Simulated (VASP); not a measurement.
Wanted: the native input for a VASP 6.6.1 run.

| Property | Result |
| --- | --- |
| Task | single point |
| Functional | PBE |
| Potentials or basis | VASP PAW PBE potentials, release 64 (Ge_d) |
| Cutoff | 500 eV |
| k mesh | 14 × 14 × 14 |
| Occupations | gaussian, width 0.15 eV |
| Spin | no spin polarisation |
| Dipole correction | no |
| Further INCAR settings | ALGO = Normal; EDIFF = 1e-06; NBANDS = 21 |

The structure of Ge lies in POSCAR:

```
Ge
1.0
    0.0000000000      2.8287700000      3.0550716000
    2.8287700000      0.0000000000      3.0550716000
    2.8287700000      2.8287700000      0.0000000000
Ge
2
Direct
    0.5000000000      0.5000000000      0.5000000000
    0.7500000000      0.7500000000      0.7500000000
```

This cell differs from its parent crystal: strain +0.000 along x and y, +0.080 along z.

These files were run (other wordings do the same):

INCAR

```
SYSTEM = Ge
PREC = Accurate
ENCUT = 500
EDIFF = 1E-6
ISMEAR = 0
SIGMA = 0.15
LREAL = .False.
LASPH = .True.
NELM = 120
ALGO = Normal
ISIF = 2
LWAVE = .False.
LCHARG = .False.
GGA = PE
NBANDS = 21
GGA_COMPAT = .False.
```

KPOINTS

```
regular mesh
0
Gamma
  14 14 14
  0 0 0
```

Potentials or basis: VASP PAW PBE potentials, release 64 (Ge_d).

The run is started by

```sh
$ cat potpaw_PBE.64/Ge_d/POTCAR > POTCAR
$ mpirun -np 1 vasp_std > vasp.out
```

It gave:

* Pressure: -1.3 GPa
* Band gap on the k mesh: zero (bands 14 and 15 overlap by 0.34 eV)

Caveat: the cell differs from its parent crystal (strain +0.000 along x and y, +0.080 along z); semilocal functionals underestimate gaps, so a narrow gap can read as zero.

It took 4.2 min on 1 thread of Intel Xeon 8259CL, with other jobs on the host, peak memory 0.31 GiB.
